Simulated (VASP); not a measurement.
Input of a VASP 6.6.1 run:

The input INCAR:

```
SYSTEM = HfO2
  PREC = Accurate
  ENCUT = 600
  EDIFF = 1E-6
  ISMEAR = -1
  SIGMA = 0.1
  LREAL = .FALSE.
  LASPH = .TRUE.
  NELM = 60
  ALGO = Normal
  ISIF = 4
  LWAVE = .FALSE.
  LCHARG = .FALSE.
  GGA = PE
  IBRION = 2
  NSW = 50
  EDIFFG = -0.005
```

KPOINTS

```
regular mesh
0
G
  7 7 11
  0 0 0
```

POSCAR

```
HfO2
1.0
    4.1615124166      0.0000000000      0.0000000000
    0.0000000000      4.1615124166      0.0000000000
    0.0000000000      0.0000000000      2.7607032680
Hf O
2 4
Direct
    0.0000000000      0.0000000000      0.0000000000
    0.5000000000      0.5000000000      0.5000000000
    0.3051892464      0.3051892464      0.0000000000
    0.6948107536      0.6948107536      0.0000000000
    0.8051892464      0.1948107536      0.5000000000
    0.1948107536      0.8051892464      0.5000000000
```

Potentials or basis: VASP PAW PBE potentials, release 64 (Hf_pv, O).

Run with:

```console
$ cat potpaw_PBE.64/Hf_pv/POTCAR potpaw_PBE.64/O/POTCAR > POTCAR
$ mpirun -np 1 vasp_std > vasp.out
```

(1) Estimate the band gap on the k mesh.

## Answers

(1) 3.86 eV.

Caveat: spin-orbit coupling is left out, which moves the levels of the heavy elements; an odd mesh through Γ misses points on the zone boundary, where band edges can lie.
